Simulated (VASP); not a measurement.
# TiN (rocksalt type) (Fm-3m) in VASP: notebook

The runs below take TiN (rocksalt type) through electric field gradients, with PBE.

Everything below comes from runs of VASP 6.6.1. Logs are shortened: lines on timing, memory, paths and dates and some standing lists are left out, and cuts for length are marked.

## 1. The cell of the first run

The structure is cubic, space group Fm-3m (No. 225). Conventional cell: a = 4.161 Å, b = 4.161 Å, c = 4.161 Å, α = 90.00°, β = 90.00°, γ = 90.00°. Ti (site symmetry m-3m) has 6 N at 2.08 Å within 2.8 Å. Within 2.8 Å of N (site symmetry m-3m) lie 6 Ti at 2.08 Å.

## 2. Electric field gradients, PBE (volume scaled by 0.9405)

INCAR

```
PREC     = Accurate       # precision mode
ENCUT    = 520            # plane-wave cutoff, eV
EDIFF    = 1E-8           # SCF threshold, eV
ISMEAR   = -1             # smearing method
SIGMA    = 0.03           # smearing width, eV
LREAL    = False          # projectors in reciprocal space
LASPH    = True           # aspherical terms in the spheres
NELM     = 80             # most SCF steps
ALGO     = Normal         # electronic algorithm
ISIF     = 2              # what is computed and relaxed
LWAVE    = False          # write WAVECAR
LCHARG   = False          # write CHGCAR
GGA      = PE             # functional
LEFG     = True         
NBANDS   = 16             # bands
```

KPOINTS

```
Automatic mesh
0
Gamma
  16 16 16
```

POSCAR

```
TiN
1.0
    0.0000000000      2.0804613374      2.0804613374
    2.0804613374      0.0000000000      2.0804613374
    2.0804613374      2.0804613374      0.0000000000
Ti N
1 1
Direct
    0.0000000000      0.0000000000      0.0000000000
    0.5000000000      0.5000000000      0.5000000000
```

Potentials or basis: VASP PAW PBE potentials, release 64 (Ti_sv, N).

On the command line:

```sh
cat potpaw_PBE.64/Ti_sv/POTCAR potpaw_PBE.64/N/POTCAR > POTCAR
mpirun -np 1 vasp_std > vasp.out
```

OUTCAR:

```text
PREC = Accurate
   ENCUT = 520
   EDIFF = 1E-8
   ISMEAR = -1
   LREAL = False
   LASPH = True
   NELM = 80
   ISIF = 2
   GGA = PE

 ion  position               nearest neighbor table
   1  0.000  0.000  0.000-   2 2.08   2 2.08   2 2.08   2 2.08   2 2.08   2 2.08
   2  0.500  0.500  0.500-   1 2.08   1 2.08   1 2.08   1 2.08   1 2.08   1 2.08

  LATTYP: Found a face centered cubic cell.
 ALAT       =     4.1609226748

  Lattice vectors:

 A1 = (   0.0000000000,   2.0804613374,   2.0804613374)
 A2 = (   2.0804613374,   0.0000000000,   2.0804613374)
 A3 = (   2.0804613374,   2.0804613374,   0.0000000000)

Analysis of symmetry for initial positions (statically):
=====================================================================
 Subroutine PRICEL returns:
 Original cell was already a primitive cell.

 Routine SETGRP: Setting up the symmetry group for a
 face centered cubic supercell.

 Subroutine GETGRP returns: Found 48 space group operations
 (whereof 48 operations were pure point group operations)
 out of a pool of 48 trial point group operations.

The static configuration has the point symmetry O_h .

Analysis of symmetry for dynamics (positions and initial velocities):
=====================================================================
 Subroutine PRICEL returns:
 Original cell was already a primitive cell.

 Routine SETGRP: Setting up the symmetry group for a
 face centered cubic supercell.

 Subroutine GETGRP returns: Found 48 space group operations
 (whereof 48 operations were pure point group operations)
 out of a pool of 48 trial point group operations.

The dynamic configuration has the point symmetry O_h .

 Subroutine INISYM returns: Found 48 space group operations
 (whereof 48 operations are pure point group operations),
 and found     1 'primitive' translations

----------------------------------------------------------------------------------------

                                     Primitive cell

  volume of cell :      18.0098

  direct lattice vectors                    reciprocal lattice vectors
     0.000000000  2.080461337  2.080461337    -0.240331311  0.240331311  0.240331311
     2.080461337  0.000000000  2.080461337     0.240331311 -0.240331311  0.240331311
     2.080461337  2.080461337  0.000000000     0.240331311  0.240331311 -0.240331311

  length of vectors
     2.942216639  2.942216639  2.942216639     0.416266041  0.416266041  0.416266041

  position of ions in fractional coordinates (direct lattice)
     0.000000000  0.000000000  0.000000000
     0.500000000  0.500000000  0.500000000

  ion indices of the primitive-cell ions
   primitive index   ion index
                 1           1
                 2           2

----------------------------------------------------------------------------------------

 KPOINTS: Automatic mesh

Automatic generation of k-mesh.
 Grid dimensions read from file:
 generate k-points for:   16   16   16

 Generating k-lattice:

  Cartesian coordinates                     Fractional coordinates (reciprocal lattice)
    -0.015020707  0.015020707  0.015020707     0.062500000  0.000000000  0.000000000
     0.015020707 -0.015020707  0.015020707     0.000000000  0.062500000  0.000000000
     0.015020707  0.015020707 -0.015020707     0.000000000  0.000000000  0.062500000

  Length of vectors
     0.026016628  0.026016628  0.026016628

  Shift w.r.t. Gamma in fractional coordinates (k-lattice)
     0.000000000  0.000000000  0.000000000

 Subroutine IBZKPT returns following result:
 ===========================================

 Found    145 irreducible k-points:

 Following reciprocal coordinates:
            Coordinates               Weight
  0.000000  0.000000  0.000000      1.000000
  0.062500  0.000000  0.000000      8.000000
  0.125000  0.000000  0.000000      8.000000
  0.187500  0.000000  0.000000      8.000000
  0.250000  0.000000  0.000000      8.000000
  0.312500  0.000000  0.000000      8.000000
[... 16 lines left out ...]
 -0.125000  0.062500  0.000000     24.000000
 -0.062500  0.062500  0.000000     12.000000
 [... further k-points ...]
   k-points           NKPTS =    145   k-points in BZ     NKDIM =    145   number of bands    NBANDS=     16
   number of dos      NEDOS =    301   number of ions     NIONS =      2
   total plane-waves  NPLWV =  13824
   dimension x,y,z NGX =    24 NGY =   24 NGZ =   24
   dimension x,y,z NGXF=    48 NGYF=   48 NGZF=   48
   ions per type =               1   1
   NGX,Y,Z   is equivalent  to a cutoff of  13.56, 13.56, 13.56 a.u.
   NGXF,Y,Z  is equivalent  to a cutoff of  27.12, 27.12, 27.12 a.u.
 SYSTEM =  unknown system
   PREC   = accura    normal or accurate (medium, high low for compatibility)
   ISTART =      0    job   : 0-new  1-cont  2-samecut
   ICHARG =      2    charge: 1-file 2-atom 10-const
   ISPIN  =      1    spin polarized calculation?
   LNONCOLLINEAR =      F non collinear calculations
   LSORBIT =      F    spin-orbit coupling
   LASPH  =      T    aspherical Exc in radial PAW
   ENCUT  =  520.0 eV  38.22 Ry    6.18 a.u.   5.47  5.47  5.47*2*pi/ulx,y,z
   NELM   =     80;   NELMIN=  2; NELMDL= -5     # of ELM steps
   EDIFF  = 0.1E-07   stopping-criterion for ELM
   LREAL  =      F    real-space projection
   EDIFFG = 0.1E-06   stopping-criterion for IOM
   NSW    =      0    number of steps for IOM
   IBRION =     -1    ionic relax: 0-MD 1-quasi-New 2-CG
   NFREE  =      0    steps in history (QN), initial steepest desc. (CG)
   ISIF   =      2    stress and relaxation
   ISYM   =      2    0-nonsym 1-usesym 2-fastsym
   POTIM  = 0.5000    time-step for ionic-motion
   TEBEG  =    0.0;   TEEND  =   0.0 temperature during run
   PSTRESS=    0.0 pullay stress
   NELECT =      17.0000    total number of electrons
   NUPDOWN=      -1.0000    fix difference up-down
   EMIN   =  10.00;   EMAX   =-10.00  energy-range for DOS
   EFERMI =   0.00;   METHOD = LEGACY
   ISMEAR =    -1;   SIGMA  =   0.03  broadening in eV -4-tet -1-fermi 0-gaus
   EFERMI_NEDOS =   21; number of points for ismear=-14 and -15
   IALGO  =     38    algorithm
   IMIX   =      4    mixing-type and parameters
     AMIX     =   0.40;   BMIX     =  1.00
     AMIX_MAG =   1.60;   BMIX_MAG =  1.00
  volume/ion in A,a.u.               =       9.00        60.77
  Fermi-wavevector in a.u.,A,eV,Ry     =   1.605911  3.034732 35.088750  2.578950
  Thomas-Fermi vector in A             =   2.702182
   LORBIT       =      0    0 simple, 1 ext, 2 COOP (PROOUT), +10 PAW based schemes
   GGA     = PE    functional components
   LHFCALC =     F    Hartree Fock is set to
   AEXX    =    0.0000 exact exchange contribution
   IVDW    =     0    specifies the selected vdW correction
   LEPSILON=     F    determine dielectric tensor
   LRPA    =     F    only Hartree local field effects (RPA)
 non-spin polarized calculation
  energy-cutoff  :      520.00
  volume of cell :       18.01
 maximum number of plane-waves:       531
 NGX is ok and might be reduce to    24
   NGX = 11   NGY = 11   NGZ = 11

 number of electron      16.9999998 magnetization

 Free energy of the ion-electron system (eV)
  ---------------------------------------------------
  ext. energy  EPLUGINS =         0.00000000
  ---------------------------------------------------
  free energy    TOTEN  =       -19.56815467 eV

  energy without entropy =      -19.56478283  energy(sigma->0) =      -19.56646875

 E-fermi :  12.2626     XC(G=0): -13.3420

 val. band max:       12.2589683231   @ k =   0.4375   0.1875   0.0625
 cond. band min:      12.2629810881   @ k =   0.3750   0.1250   0.0000
 fundamental gap:      0.0040127650
 Fermi energy:        12.2626218591

 k-point     1 :       0.0000    0.0000    0.0000
  band No.  band energies     occupation
      1     -45.5416      2.00000
      2     -21.4740      2.00000
      3     -21.4740      2.00000
      4     -21.4740      2.00000
      5      -5.2113      2.00000
      6      10.1275      2.00000
[... 8 lines left out ...]
     15      25.5977      0.00000
     16      32.7978      0.00000

 k-point     2 :       0.0625    0.0000    0.0000
  band No.  band energies     occupation
      1     -45.5369      2.00000
      2     -21.5062      2.00000
      3     -21.4765      2.00000
      4     -21.4765      2.00000
      5      -5.1268      2.00000
      6       9.6554      2.00000
[... 8 lines left out ...]
     15      25.6843      0.00000
     16      32.6802      0.00000

 k-point     3 :       0.1250    0.0000    0.0000
  band No.  band energies     occupation
      1     -45.5235      2.00000
      2     -21.5969      2.00000
      3     -21.4838      2.00000
      4     -21.4838      2.00000
      5      -4.8821      2.00000
      6       8.6920      2.00000
[... 8 lines left out ...]
     15      25.8284      0.00000
     16      32.3031      0.00000

 k-point     4 :       0.1875    0.0000    0.0000
  band No.  band energies     occupation
      1     -45.5033      2.00000
      2     -21.7301      2.00000
      3     -21.4945      2.00000
      4     -21.4945      2.00000
      5      -4.5016      2.00000
      6       7.5853      2.00000
[... 8 lines left out ...]
     15      25.8041      0.00000
     16      31.5516      0.00000
[... 324 lines left out ...]
 k-point    22 :      -0.1875    0.0625    0.0000
  band No.  band energies     occupation
      1     -45.4922      2.00000
      2     -21.7855      2.00000
      3     -21.5288      2.00000
      4     -21.4882      2.00000
      5      -4.3006      2.00000
      6       7.0564      2.00000
[... 8 lines left out ...]
     15      25.7699      0.00000
     16      30.3961      0.00000

 k-point    23 :      -0.1250    0.0625    0.0000
  band No.  band energies     occupation
      1     -45.5136      2.00000
      2     -21.6496      2.00000
      3     -21.5117      2.00000
      4     -21.4791      2.00000
      5      -4.7054      2.00000
      6       8.0742      2.00000
[... 8 lines left out ...]
     15      25.8854      0.00000
     16      31.2758      0.00000

 k-point    24 :      -0.0625    0.0625    0.0000
  band No.  band energies     occupation
      1     -45.5293      2.00000
      2     -21.5507      2.00000
      3     -21.4933      2.00000
      4     -21.4750      2.00000
      5      -4.9906      2.00000
      6       9.0030      2.00000
[... 8 lines left out ...]
     15      25.7966      0.00000
     16      32.0634      0.00000

 [... further k-points ...]

------------------------ aborting loop because EDIFF is reached ----------------------------------------

  FORCE on cell =-STRESS in cart. coord.  units (eV):
  Direction    XX          YY          ZZ          XY          YZ          ZX
  --------------------------------------------------------------------------------------
  -------------------------------------------------------------------------------------
  Total        2.2325984      2.2325984      2.2325984      0.0000000     -0.0000000      0.0000000
  in kB      198.6150962    198.6150962    198.6150962      0.0000000     -0.0000000      0.0000000
  external PRESSURE =     198.6150962 kB  Pullay stress =       0.0000000 kB

 VOLUME and BASIS-vectors are now :
 -----------------------------------------------------------------------------
  energy-cutoff  :      520.00
  volume of cell :       18.01
      direct lattice vectors                 reciprocal lattice vectors
     0.000000000  2.080461337  2.080461337    -0.240331311  0.240331311  0.240331311
     2.080461337  0.000000000  2.080461337     0.240331311 -0.240331311  0.240331311
     2.080461337  2.080461337  0.000000000     0.240331311  0.240331311 -0.240331311

 POSITION                                       TOTAL-FORCE (eV/Angst)
 -----------------------------------------------------------------------------------
      0.00000      0.00000      0.00000         0.000000     -0.000000     -0.000000
      2.08046      2.08046      2.08046        -0.000000      0.000000      0.000000
 -----------------------------------------------------------------------------------
    total drift:                                0.000000     -0.000000     -0.000000

  FREE ENERGIE OF THE ION-ELECTRON SYSTEM (eV)
  ---------------------------------------------------
  free  energy   TOTEN  =       -19.5681546684 eV

  energy  without entropy=      -19.5647828326  energy(sigma->0) =      -19.56646875

 Electric field gradients (V/A^2)
---------------------------------------------------------------------
 ion       V_xx      V_yy      V_zz      V_xy      V_xz      V_yz
---------------------------------------------------------------------
   1      -0.000     0.000    -0.000     0.001     0.001     0.001
   2       0.000     0.000     0.000    -0.001    -0.001    -0.001
---------------------------------------------------------------------

 Electric field gradients after diagonalization (V/A^2)
 (convention: |V_zz| > |V_xx| > |V_yy|)
----------------------------------------------------------------------
 ion       V_xx      V_yy      V_zz     asymmetry (V_yy - V_xx)/ V_zz
----------------------------------------------------------------------
   1      -0.001    -0.001     0.001       0.000
   2       0.001     0.001    -0.001       0.000
----------------------------------------------------------------------

           NMR quadrupolar parameters

 Cq : quadrupolar parameter    Cq=e*Q*V_zz/h
 eta: asymmetry parameters     (V_yy - V_xx)/ V_zz
 Q  : nuclear electric quadrupole moment in mb (millibarn)
----------------------------------------------------------------------
 ion       Cq(MHz)       eta       Q (mb)
----------------------------------------------------------------------
   1       0.000       0.000       1.000
   2      -0.000       0.000       1.000
----------------------------------------------------------------------
```

Run time: 19 s. Hardware: 1 thread of Intel Xeon 6975P-C (Granite Rapids), shared host; peak memory 0.16 GiB.

What came out:

* Free energy: -19.5682 eV
* Pressure: 19.9 GPa

Caveat: without QUAD_EFG the Cq values of the log hold for a quadrupole moment of 1 mb, not for the nuclei.

## 3. Electric field gradients, PBE (volume scaled by 0.97)

INCAR

```
SYSTEM = TiN
ALGO = Normal ; EDIFF = 1E-8
ENCUT = 520 ; GGA = PE
ISIF = 2 ; ISMEAR = -1
LASPH = .TRUE. ; LCHARG = .FALSE.
LEFG = .TRUE. ; LREAL = .FALSE.
LWAVE = .FALSE. ; NBANDS = 16
NELM = 80 ; PREC = Accurate
SIGMA = 0.03
```

KPOINTS

```
k-points
0
G
  16 16 16
  0 0 0
```

POSCAR

```
TiN
1.0
    0.0000000000      2.1019899127      2.1019899127
    2.1019899127      0.0000000000      2.1019899127
    2.1019899127      2.1019899127      0.0000000000
Ti N
1 1
Direct
    0.0000000000      0.0000000000      0.0000000000
    0.5000000000      0.5000000000      0.5000000000
```

Potentials or basis: VASP PAW PBE potentials, release 64 (Ti_sv, N).

On the command line:

```sh
cat potpaw_PBE.64/Ti_sv/POTCAR potpaw_PBE.64/N/POTCAR > POTCAR
mpirun -np 1 vasp_std > vasp.out
```

OUTCAR:

```text
SYSTEM = TiN
   EDIFF = 1E-8
   ENCUT = 520
   GGA = PE
   ISIF = 2
   ISMEAR = -1
   LASPH = .TRUE.
   LREAL = .FALSE.
   NELM = 80
   PREC = Accurate

 ion  position               nearest neighbor table
   1  0.000  0.000  0.000-   2 2.10   2 2.10   2 2.10   2 2.10   2 2.10   2 2.10
   2  0.500  0.500  0.500-   1 2.10   1 2.10   1 2.10   1 2.10   1 2.10   1 2.10

  LATTYP: Found a face centered cubic cell.
 ALAT       =     4.2039798254

  Lattice vectors:

 A1 = (   0.0000000000,   2.1019899127,   2.1019899127)
[... 669 lines left out ...]
  ---------------------------------------------------
  free  energy   TOTEN  =       -19.6199717963 eV

  energy  without entropy=      -19.6165517789  energy(sigma->0) =      -19.61826179

 Electric field gradients (V/A^2)
---------------------------------------------------------------------
 ion       V_xx      V_yy      V_zz      V_xy      V_xz      V_yz
---------------------------------------------------------------------
   1      -0.000    -0.000     0.000     0.001     0.001     0.001
   2      -0.000     0.000     0.000    -0.001    -0.001    -0.001
---------------------------------------------------------------------

 Electric field gradients after diagonalization (V/A^2)
 (convention: |V_zz| > |V_xx| > |V_yy|)
----------------------------------------------------------------------
 ion       V_xx      V_yy      V_zz     asymmetry (V_yy - V_xx)/ V_zz
----------------------------------------------------------------------
   1      -0.001    -0.001     0.002       0.000
   2       0.001     0.001    -0.002       0.000
----------------------------------------------------------------------

           NMR quadrupolar parameters

 Cq : quadrupolar parameter    Cq=e*Q*V_zz/h
 eta: asymmetry parameters     (V_yy - V_xx)/ V_zz
 Q  : nuclear electric quadrupole moment in mb (millibarn)
----------------------------------------------------------------------
 ion       Cq(MHz)       eta       Q (mb)
----------------------------------------------------------------------
   1       0.000       0.000       1.000
   2      -0.000       0.000       1.000
----------------------------------------------------------------------
```

Run time: 21 s. Hardware: 1 thread of Intel Xeon 6975P-C (Granite Rapids), shared host; peak memory 0.17 GiB.

Results:

- Free energy: -19.6200 eV
- Pressure: 9.5 GPa

Levels at points of the mesh, in eV from the Fermi level:
| k point | band 7 | band 8 | band 9 | band 10 | band 11 | band 12 |
| --- | --- | --- | --- | --- | --- | --- |
| (0.00, 0.00, 0.00) | -2.09 | -2.09 | -0.65 | -0.65 | -0.65 | 0.59 |
| (0.50, 0.00, 0.00) | -5.64 | -5.64 | 1.74 | 1.74 | 2.44 | 5.93 |
| (0.50, 0.50, 0.00) | -3.29 | -3.29 | -3.19 | 1.69 | 2.47 | 2.47 |

Caveat: without QUAD_EFG the Cq values of the log hold for a quadrupole moment of 1 mb, not for the nuclei.

(Continued in part 2 of 2.)
